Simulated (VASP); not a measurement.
# SrCl2 (Fm-3m) in VASP: further runs, part 2 of 3

VASP 6.6.1. Earlier steps stand in the parts before.

## Step 3: Single point, r2SCAN (27.67 Å³/atom)

This run uses another cell than the first one, of 27.67 Å³/atom.

POSCAR reads:

```
SrCl2
1.0
    0.0000000000      3.4621287313      3.4621287313
    3.4621287313      0.0000000000      3.4621287313
    3.4621287313      3.4621287313      0.0000000000
Sr Cl
1 2
Direct
    0.0000000000      0.0000000000      0.0000000000
    0.2500000000      0.2500000000      0.2500000000
    0.7500000000      0.7500000000      0.7500000000
```

INCAR.step1 reads:

```
SYSTEM = SrCl2
PREC = Accurate
ENCUT = 520
ISMEAR = 0
SIGMA = 0.02
LREAL = .FALSE.
LASPH = .TRUE.
NELM = 60
NBANDS = 19
GGA = PE
ALGO = Normal
EDIFF = 1E-4
LWAVE = .TRUE.
LCHARG = .FALSE.
```

INCAR.step2 reads:

```
SYSTEM = SrCl2
PREC = Accurate
ENCUT = 520
EDIFF = 1E-6
ISMEAR = 0
SIGMA = 0.02
LREAL = .FALSE.
LASPH = .TRUE.
NELM = 60
ALGO = Normal
ISIF = 2
LWAVE = .FALSE.
LCHARG = .FALSE.
METAGGA = R2SCAN
LMIXTAU = .TRUE.
NBANDS = 19
ISTART = 1
```

KPOINTS reads:

```
regular mesh
0
G
  6 6 6
  0 0 0
```

Potentials or basis: VASP PAW PBE potentials, release 64 (Sr_sv, Cl).

On the command line:

```console
$ cat potpaw_PBE.64/Sr_sv/POTCAR potpaw_PBE.64/Cl/POTCAR > POTCAR
$ cp INCAR.step1 INCAR
$ mpirun -np 1 vasp_std > vasp.out
$ cp INCAR.step2 INCAR
$ mpirun -np 1 vasp_std > vasp.out
```

OUTCAR:

```text
SYSTEM = SrCl2
   PREC = Accurate
   ENCUT = 520
   EDIFF = 1E-6
   ISMEAR = 0
   LREAL = .FALSE.
   LASPH = .TRUE.
   NELM = 60
   ISIF = 2
   METAGGA = R2SCAN
   ISTART = 1

 ion  position               nearest neighbor table
   1  0.000  0.000  0.000-   3 3.00   3 3.00   3 3.00   2 3.00   3 3.00   2 3.00   2 3.00   2 3.00

   2  0.250  0.250  0.250-   1 3.00   1 3.00   1 3.00   1 3.00
   3  0.750  0.750  0.750-   1 3.00   1 3.00   1 3.00   1 3.00

  LATTYP: Found a face centered cubic cell.
 ALAT       =     6.9242574626

  Lattice vectors:

 A1 = (   0.0000000000,   3.4621287313,   3.4621287313)
 A2 = (   3.4621287313,   0.0000000000,   3.4621287313)
 A3 = (   3.4621287313,   3.4621287313,   0.0000000000)

Analysis of symmetry for initial positions (statically):
=====================================================================
 Subroutine PRICEL returns:
 Original cell was already a primitive cell.

 Routine SETGRP: Setting up the symmetry group for a
 face centered cubic supercell.

 Subroutine GETGRP returns: Found 48 space group operations
 (whereof 48 operations were pure point group operations)
 out of a pool of 48 trial point group operations.

The static configuration has the point symmetry O_h .

Analysis of symmetry for dynamics (positions and initial velocities):
=====================================================================
 Subroutine PRICEL returns:
 Original cell was already a primitive cell.

 Routine SETGRP: Setting up the symmetry group for a
 face centered cubic supercell.

 Subroutine GETGRP returns: Found 48 space group operations
 (whereof 48 operations were pure point group operations)
 out of a pool of 48 trial point group operations.

The dynamic configuration has the point symmetry O_h .

 Subroutine INISYM returns: Found 48 space group operations
 (whereof 48 operations are pure point group operations),
[... 104 lines left out ...]
   ISMEAR =     0;   SIGMA  =   0.02  broadening in eV -4-tet -1-fermi 0-gaus
   EFERMI_NEDOS =   21; number of points for ismear=-14 and -15
   IALGO  =     38    algorithm
   IMIX   =      4    mixing-type and parameters
     AMIX     =   0.40;   BMIX     =  1.00
     AMIX_MAG =   1.60;   BMIX_MAG =  1.00
  volume/ion in A,a.u.               =      27.67       186.70
  Fermi-wavevector in a.u.,A,eV,Ry     =   1.082577  2.045773 15.945653  1.171972
  Thomas-Fermi vector in A             =   2.218622
   LORBIT       =      0    0 simple, 1 ext, 2 COOP (PROOUT), +10 PAW based schemes
   METAGGA = R2SCAN    functional components
   LHFCALC =     F    Hartree Fock is set to
   AEXX    =    0.0000 exact exchange contribution
   IVDW    =     0    specifies the selected vdW correction
   LEPSILON=     F    determine dielectric tensor
   LRPA    =     F    only Hartree local field effects (RPA)
 non-spin polarized calculation
 Gauss-broadening in eV      SIGMA  =   0.02
  energy-cutoff  :      520.00
  volume of cell :       83.00
 maximum number of plane-waves:      2252
   NGX = 19   NGY = 19   NGZ = 19

 number of electron      24.0000003 magnetization

 Free energy of the ion-electron system (eV)
  ---------------------------------------------------
  ext. energy  EPLUGINS =         0.00000000
  ---------------------------------------------------
  free energy    TOTEN  =       -35.68559524 eV

  energy without entropy =      -35.68559524  energy(sigma->0) =      -35.68559524

 E-fermi :   0.0566     XC(G=0):  -8.8730

 val. band max:       -0.0690933844   @ k =   0.5000   0.5000   0.0000
 cond. band min:       5.9077486988   @ k =   0.5000   0.5000   0.0000
 fundamental gap:      5.9768420831
 Fermi energy:         0.0566484977

 k-point     1 :       0.0000    0.0000    0.0000
  band No.  band energies     occupation
      1     -33.9459      2.00000
      2     -15.3260      2.00000
      3     -15.3260      2.00000
      4     -15.3260      2.00000
      5     -14.0301      2.00000
      6     -13.1073      2.00000
[... 329 lines left out ...]
      6     -13.2069      2.00000
[... 11 lines left out ...]
     18      10.5082      0.00000
     19      10.8298      0.00000

------------------------ aborting loop because EDIFF is reached ----------------------------------------

  FORCE on cell =-STRESS in cart. coord.  units (eV):
  Direction    XX          YY          ZZ          XY          YZ          ZX
  --------------------------------------------------------------------------------------
  -------------------------------------------------------------------------------------
  Total        0.6600448      0.6600448      0.6600448      0.0000000     -0.0000000     -0.0000000
  in kB       12.7416112     12.7416112     12.7416112      0.0000000     -0.0000000     -0.0000000
  external PRESSURE =      12.7416112 kB  Pullay stress =       0.0000000 kB

 VOLUME and BASIS-vectors are now :
 -----------------------------------------------------------------------------
  energy-cutoff  :      520.00
  volume of cell :       83.00
      direct lattice vectors                 reciprocal lattice vectors
     0.000000000  3.462128731  3.462128731    -0.144419818  0.144419818  0.144419818
     3.462128731  0.000000000  3.462128731     0.144419818 -0.144419818  0.144419818
     3.462128731  3.462128731  0.000000000     0.144419818  0.144419818 -0.144419818

 POSITION                                       TOTAL-FORCE (eV/Angst)
 -----------------------------------------------------------------------------------
      0.00000      0.00000      0.00000         0.000000     -0.000000     -0.000000
      1.73106      1.73106      1.73106         0.000000      0.000000      0.000000
      5.19319      5.19319      5.19319        -0.000000     -0.000000     -0.000000
 -----------------------------------------------------------------------------------
    total drift:                                0.000000      0.000000      0.000000

  FREE ENERGIE OF THE ION-ELECTRON SYSTEM (eV)
  ---------------------------------------------------
  free  energy   TOTEN  =       -35.6855952414 eV

  energy  without entropy=      -35.6855952414  energy(sigma->0) =      -35.68559524
```

OUTCAR.step1:

```text
SYSTEM = SrCl2
   PREC = Accurate
   ENCUT = 520
   ISMEAR = 0
   LREAL = .FALSE.
   LASPH = .TRUE.
[... 566 lines left out ...]
      0.00000      0.00000      0.00000         0.000000     -0.000000     -0.000000
      1.73106      1.73106      1.73106         0.000000      0.000000      0.000000
      5.19319      5.19319      5.19319        -0.000000     -0.000000     -0.000000
 -----------------------------------------------------------------------------------
    total drift:                                0.000000      0.000000      0.000000

  FREE ENERGIE OF THE ION-ELECTRON SYSTEM (eV)
  ---------------------------------------------------
  free  energy   TOTEN  =       -12.7636575243 eV

  energy  without entropy=      -12.7636575243  energy(sigma->0) =      -12.76365752
```

It took 77 s on 1 thread of AMD EPYC 7R13 (Zen 3), shared host; peak memory 0.19 GiB.

Results:

| Quantity | Value |
| --- | --- |
| Free energy | -35.6856 eV |
| Pressure | 1.3 GPa |
| Band gap on the k mesh | 5.98 eV |

Caveat: the PAW data sets were made with another functional, which shifts forces and pressure a little. r2SCAN opens gaps a little over a GGA but as a rule still falls short of measured ones.

## Step 4: Single point, r2SCAN

This run uses another cell than the first one, of 28.52 Å³/atom.

POSCAR reads:

```
SrCl2
1.0
    0.0000000000      3.4974590156      3.4974590156
    3.4974590156      0.0000000000      3.4974590156
    3.4974590156      3.4974590156      0.0000000000
Sr Cl
1 2
Direct
    0.0000000000      0.0000000000      0.0000000000
    0.2500000000      0.2500000000      0.2500000000
    0.7500000000      0.7500000000      0.7500000000
```

INCAR.step1 reads:

```
  PREC = Accurate
  ENCUT = 520
  ISMEAR = 0
  SIGMA = 0.02
  LREAL = F
  LASPH = T
  NELM = 100
  NBANDS = 19
  GGA = PE
  ALGO = Normal
  EDIFF = 1E-4
  LWAVE = T
  LCHARG = F
```

INCAR.step2 reads:

```
  PREC = Accurate
  ENCUT = 520
  EDIFF = 1E-6
  ISMEAR = 0
  SIGMA = 0.02
  LREAL = F
  LASPH = T
  NELM = 100
  ALGO = Normal
  ISIF = 2
  LWAVE = F
  LCHARG = T
  METAGGA = R2SCAN
  LMIXTAU = T
  LELF = T
  LVHAR = T
  NBANDS = 19
  ISTART = 1
```

KPOINTS reads:

```
regular mesh
0
Gamma
  6 6 6
```

Potentials or basis: VASP PAW PBE potentials, release 64 (Sr_sv, Cl).

On the command line:

```console
$ cat potpaw_PBE.64/Sr_sv/POTCAR potpaw_PBE.64/Cl/POTCAR > POTCAR
$ cp INCAR.step1 INCAR
$ mpirun -np 1 vasp_std > vasp.out
$ cp INCAR.step2 INCAR
$ mpirun -np 1 vasp_std > vasp.out
```

OUTCAR:

```text
PREC = Accurate
   ENCUT = 520
   EDIFF = 1E-6
   ISMEAR = 0
   LREAL = F
   LASPH = T
   NELM = 100
   ISIF = 2
   METAGGA = R2SCAN
   ISTART = 1

 ion  position               nearest neighbor table
   1  0.000  0.000  0.000-   3 3.03   2 3.03   3 3.03   2 3.03   3 3.03   3 3.03   2 3.03   2 3.03

   2  0.250  0.250  0.250-   1 3.03   1 3.03   1 3.03   1 3.03
   3  0.750  0.750  0.750-   1 3.03   1 3.03   1 3.03   1 3.03

  LATTYP: Found a face centered cubic cell.
 ALAT       =     6.9949180312

  Lattice vectors:

 A1 = (   0.0000000000,   3.4974590156,   3.4974590156)
 A2 = (   3.4974590156,   0.0000000000,   3.4974590156)
 A3 = (   3.4974590156,   3.4974590156,   0.0000000000)

Analysis of symmetry for initial positions (statically):
=====================================================================
 Subroutine PRICEL returns:
 Original cell was already a primitive cell.

 Routine SETGRP: Setting up the symmetry group for a
 face centered cubic supercell.

 Subroutine GETGRP returns: Found 48 space group operations
 (whereof 48 operations were pure point group operations)
 out of a pool of 48 trial point group operations.

The static configuration has the point symmetry O_h .

Analysis of symmetry for dynamics (positions and initial velocities):
=====================================================================
 Subroutine PRICEL returns:
 Original cell was already a primitive cell.

 Routine SETGRP: Setting up the symmetry group for a
 face centered cubic supercell.

 Subroutine GETGRP returns: Found 48 space group operations
 (whereof 48 operations were pure point group operations)
 out of a pool of 48 trial point group operations.

The dynamic configuration has the point symmetry O_h .

 Subroutine INISYM returns: Found 48 space group operations
 (whereof 48 operations are pure point group operations),
 and found     1 'primitive' translations

----------------------------------------------------------------------------------------

                                     Primitive cell

  volume of cell :      85.5634

  direct lattice vectors                    reciprocal lattice vectors
     0.000000000  3.497459016  3.497459016    -0.142960932  0.142960932  0.142960932
     3.497459016  0.000000000  3.497459016     0.142960932 -0.142960932  0.142960932
     3.497459016  3.497459016  0.000000000     0.142960932  0.142960932 -0.142960932

  length of vectors
     4.946153974  4.946153974  4.946153974     0.247615597  0.247615597  0.247615597

  position of ions in fractional coordinates (direct lattice)
     0.000000000  0.000000000  0.000000000
     0.250000000  0.250000000  0.250000000
     0.750000000  0.750000000  0.750000000

  ion indices of the primitive-cell ions
   primitive index   ion index
                 1           1
                 2           2
                 3           3

----------------------------------------------------------------------------------------

 KPOINTS: regular mesh

Automatic generation of k-mesh.
 Grid dimensions read from file:
 generate k-points for:    6    6    6

 Generating k-lattice:

  Cartesian coordinates                     Fractional coordinates (reciprocal lattice)
    -0.023826822  0.023826822  0.023826822     0.166666667  0.000000000  0.000000000
     0.023826822 -0.023826822  0.023826822     0.000000000  0.166666667  0.000000000
     0.023826822  0.023826822 -0.023826822     0.000000000  0.000000000  0.166666667

  Length of vectors
     0.041269266  0.041269266  0.041269266

  Shift w.r.t. Gamma in fractional coordinates (k-lattice)
     0.000000000  0.000000000  0.000000000

 Subroutine IBZKPT returns following result:
 ===========================================

 Found     16 irreducible k-points:

 Following reciprocal coordinates:
            Coordinates               Weight
  0.000000  0.000000  0.000000      1.000000
  0.166667  0.000000  0.000000      8.000000
  0.333333  0.000000  0.000000      8.000000
  0.500000  0.000000  0.000000      4.000000
  0.166667  0.166667  0.000000      6.000000
  0.333333  0.166667  0.000000     24.000000
[... 8 lines left out ...]
 -0.333333  0.333333  0.166667     24.000000
 -0.333333  0.500000  0.166667     12.000000
   k-points           NKPTS =     16   k-points in BZ     NKDIM =     16   number of bands    NBANDS=     19
   number of dos      NEDOS =    301   number of ions     NIONS =      3
   total plane-waves  NPLWV =  64000
   dimension x,y,z NGX =    40 NGY =   40 NGZ =   40
   dimension x,y,z NGXF=    80 NGYF=   80 NGZF=   80
   ions per type =               1   2
   NGX,Y,Z   is equivalent  to a cutoff of  13.44, 13.44, 13.44 a.u.
   NGXF,Y,Z  is equivalent  to a cutoff of  26.89, 26.89, 26.89 a.u.
 SYSTEM =  unknown system
   PREC   = accura    normal or accurate (medium, high low for compatibility)
   ISTART =      1    job   : 0-new  1-cont  2-samecut
   ICHARG =      0    charge: 1-file 2-atom 10-const
   ISPIN  =      1    spin polarized calculation?
   LNONCOLLINEAR =      F non collinear calculations
   LSORBIT =      F    spin-orbit coupling
   LASPH  =      T    aspherical Exc in radial PAW
   ENCUT  =  520.0 eV  38.22 Ry    6.18 a.u.   9.20  9.20  9.20*2*pi/ulx,y,z
   NELM   =    100;   NELMIN=  2; NELMDL=  0     # of ELM steps
   EDIFF  = 0.1E-05   stopping-criterion for ELM
   LREAL  =      F    real-space projection
   EDIFFG = 0.1E-04   stopping-criterion for IOM
   NSW    =      0    number of steps for IOM
   IBRION =     -1    ionic relax: 0-MD 1-quasi-New 2-CG
   NFREE  =      0    steps in history (QN), initial steepest desc. (CG)
   ISIF   =      2    stress and relaxation
   ISYM   =      2    0-nonsym 1-usesym 2-fastsym
   POTIM  = 0.5000    time-step for ionic-motion
   TEBEG  =    0.0;   TEEND  =   0.0 temperature during run
   PSTRESS=    0.0 pullay stress
   NELECT =      24.0000    total number of electrons
   NUPDOWN=      -1.0000    fix difference up-down
   EMIN   =  10.00;   EMAX   =-10.00  energy-range for DOS
   EFERMI =   0.00;   METHOD = LEGACY
   ISMEAR =     0;   SIGMA  =   0.02  broadening in eV -4-tet -1-fermi 0-gaus
   EFERMI_NEDOS =   21; number of points for ismear=-14 and -15
   IALGO  =     38    algorithm
   IMIX   =      4    mixing-type and parameters
     AMIX     =   0.40;   BMIX     =  1.00
     AMIX_MAG =   1.60;   BMIX_MAG =  1.00
  volume/ion in A,a.u.               =      28.52       192.47
  Fermi-wavevector in a.u.,A,eV,Ry     =   1.071641  2.025108 15.625124  1.148414
  Thomas-Fermi vector in A             =   2.207387
   LORBIT       =      0    0 simple, 1 ext, 2 COOP (PROOUT), +10 PAW based schemes
   METAGGA = R2SCAN    functional components
   LHFCALC =     F    Hartree Fock is set to
   AEXX    =    0.0000 exact exchange contribution
   IVDW    =     0    specifies the selected vdW correction
   LEPSILON=     F    determine dielectric tensor
   LRPA    =     F    only Hartree local field effects (RPA)
 non-spin polarized calculation
 Gauss-broadening in eV      SIGMA  =   0.02
  energy-cutoff  :      520.00
  volume of cell :       85.56
 maximum number of plane-waves:      2332
 NGX is ok and might be reduce to    40
   NGX = 19   NGY = 19   NGZ = 19

 number of electron      24.0000002 magnetization

 Free energy of the ion-electron system (eV)
  ---------------------------------------------------
  ext. energy  EPLUGINS =         0.00000000
  ---------------------------------------------------
  free energy    TOTEN  =       -35.69702832 eV

  energy without entropy =      -35.69702832  energy(sigma->0) =      -35.69702832

 E-fermi :  -0.0619     XC(G=0):  -8.7314

 val. band max:       -0.2720554288   @ k =   0.5000   0.5000   0.0000
 cond. band min:       5.6656047528   @ k =   0.0000   0.0000   0.0000
 fundamental gap:      5.9376601816
 Fermi energy:        -0.0619402678

 k-point     1 :       0.0000    0.0000    0.0000
  band No.  band energies     occupation
      1     -34.2481      2.00000
      2     -15.6147      2.00000
      3     -15.6147      2.00000
      4     -15.6147      2.00000
      5     -14.1350      2.00000
      6     -13.2763      2.00000
[... 11 lines left out ...]
     18       9.3391      0.00000
     19       9.7494      0.00000
[... 309 lines left out ...]
 k-point    16 :      -0.3333    0.5000    0.1667
  band No.  band energies     occupation
      1     -34.2439      2.00000
      2     -15.9028      2.00000
      3     -15.7375      2.00000
      4     -15.6464      2.00000
      5     -13.5192      2.00000
      6     -13.4088      2.00000
[... 11 lines left out ...]
     18      10.0937      0.00000
     19      10.4557      0.00000

------------------------ aborting loop because EDIFF is reached ----------------------------------------

  FORCE on cell =-STRESS in cart. coord.  units (eV):
  Direction    XX          YY          ZZ          XY          YZ          ZX
  --------------------------------------------------------------------------------------
  -------------------------------------------------------------------------------------
  Total        0.0154767      0.0154767      0.0154767      0.0000000     -0.0000000     -0.0000000
  in kB        0.2898009      0.2898009      0.2898009      0.0000000     -0.0000000     -0.0000000
  external PRESSURE =       0.2898009 kB  Pullay stress =       0.0000000 kB

 VOLUME and BASIS-vectors are now :
 -----------------------------------------------------------------------------
  energy-cutoff  :      520.00
  volume of cell :       85.56
      direct lattice vectors                 reciprocal lattice vectors
     0.000000000  3.497459016  3.497459016    -0.142960932  0.142960932  0.142960932
     3.497459016  0.000000000  3.497459016     0.142960932 -0.142960932  0.142960932
     3.497459016  3.497459016  0.000000000     0.142960932  0.142960932 -0.142960932

 POSITION                                       TOTAL-FORCE (eV/Angst)
 -----------------------------------------------------------------------------------
      0.00000      0.00000      0.00000         0.000000      0.000000      0.000000
      1.74873      1.74873      1.74873         0.000000      0.000000      0.000000
      5.24619      5.24619      5.24619        -0.000000     -0.000000     -0.000000
 -----------------------------------------------------------------------------------
    total drift:                               -0.000000     -0.000000      0.000000

  FREE ENERGIE OF THE ION-ELECTRON SYSTEM (eV)
  ---------------------------------------------------
  free  energy   TOTEN  =       -35.6970283165 eV

  energy  without entropy=      -35.6970283165  energy(sigma->0) =      -35.69702832
```

It took 95 s on 1 thread of AMD EPYC 7R13 (Zen 3), shared host; peak memory 0.22 GiB.

Results:

```
Free energy            : -35.6970 eV
Pressure               : 0.0 GPa
Band gap on the k mesh : 5.94 eV (least direct gap 5.99 eV)
```

Caveat: the PAW data sets were made with another functional, which shifts forces and pressure a little. A k mesh can miss the band edges.

[end of part 2 of 3]
